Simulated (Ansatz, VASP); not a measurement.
**C in VASP and in Ansatz**

INCAR

```
SYSTEM = C
ALGO = Normal
EDIFF = 1E-6
ENCUT = 520
GGA = PE
ISIF = 2
ISMEAR = 0
IVDW = 12
LASPH = .True.
LCHARG = .False.
LREAL = .False.
LWAVE = .False.
NBANDS = 11
NELM = 80
PREC = Accurate
SIGMA = 0.03
```

KPOINTS

```
k-points
0
Gamma
  16 16 16
  0 0 0
```

File POSCAR:

```
C
1.0
    0.0000000000      2.1482183678      3.4203586967
    1.2409363575      0.0000000000      3.4203586967
    1.2409363575      2.1482183678      0.0000000000
C
2
Direct
    0.1403389013      0.8596610987      0.1403389013
    0.8596610987      0.1403389013      0.8596610987
```

Input for Ansatz:

```yaml
crystal:
  lattice:
    - [0.0, 2.1482183678, 3.4203586967]
    - [1.2409363575, 0.0, 3.4203586967]
    - [1.2409363575, 2.1482183678, 0.0]
  atoms:
    - { symbol: C, position: [0.1403389013, 0.8596610987, 0.1403389013] }
    - { symbol: C, position: [0.8596610987, 0.1403389013, 0.8596610987] }
basis:
  ecutwfc: 520.0
kpoints:
  mp_grid: { grid: [16, 16, 16] }
hamiltonian:
  xc: pbe
  pseudopotentials: { kind: paw, azcp: { folder: soft_1 } }
  dispersion: d3bj
scf:
  occupations: { method: gaussian, width: 0.03 }
output:
  forces: true
  stress: true
  eigenvalues: true
```

Alike in both runs: task single point; functional PBE; dispersion D3(BJ); k mesh 16 × 16 × 16; occupations gaussian, width 0.03 eV; no spin polarisation.

```csv
,VASP,Ansatz
version,VASP 6.6.1,Ansatz 0.2.0
potentials or method,"VASP PAW PBE potentials, release 64 (C), cutoff 520 eV","scalar-relativistic, plane waves, PAW"
valence electrons in the cell,8,8
```

|  | VASP | Ansatz | Ansatz less VASP |
| --- | --- | --- | --- |
| gap on the k mesh at the Fermi level (eV) | none | none | - |
| pressure (GPa) | 22.2 | 21.8 | -0.43 |
| traceless stress, the component that is largest in VASP (GPa) | 49.54 | 48.58 | -0.960 |
| rms of the force components (eV/Å) | 8.712 | 8.644 | -0.0683 |

Atom by atom the forces differ by 0.068 eV/Å (rms over components). A gap of «none» marks a metal or a gap that the smearing closes.
